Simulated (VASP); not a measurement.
# Ca: single point with PBEsol

Ca:

```
CELL_PARAMETERS angstrom
0.00000 2.71829 2.71829
2.71829 0.00000 2.71829
2.71829 2.71829 0.00000
ATOMIC_POSITIONS crystal
Ca 0.00000 0.00000 0.00000
```

```
Program             : VASP 6.6.1
Task                : single point
Functional          : PBEsol
Potentials or basis : VASP PAW PBE potentials, release 64 (Ca_sv)
Cutoff              : 520 eV
k mesh              : 6 × 6 × 6
Occupations         : gaussian, width 0.05 eV
Spin                : no spin polarisation
```

```json
{
 "Pressure": "0.0 GPa",
 "Band gap on the k mesh": "zero (band 5 reaches 2.10 eV, above the bottom of band 6 at 1.98 eV)"
}
```

Levels at points of the mesh, in eV from the Fermi level:
| k point | band 3 | band 4 | band 5 | band 6 | band 7 | band 8 |
| --- | --- | --- | --- | --- | --- | --- |
| (0.00, 0.00, 0.00) | -22.75 | -22.75 | -4.16 | 2.35 | 2.35 | 2.35 |
| (0.50, 0.00, 0.00) | -22.78 | -22.78 | -1.06 | -0.15 | 2.23 | 2.23 |
| (0.50, 0.50, 0.00) | -22.82 | -22.82 | -0.55 | 0.49 | 1.02 | 4.22 |

It took 5.7 s on 1 thread of AMD EPYC 7R13 Processor (Zen 3) (shared host), peak memory 0.13 GiB.

Caveat: the PAW data sets were made with another functional, which shifts forces and pressure a little.
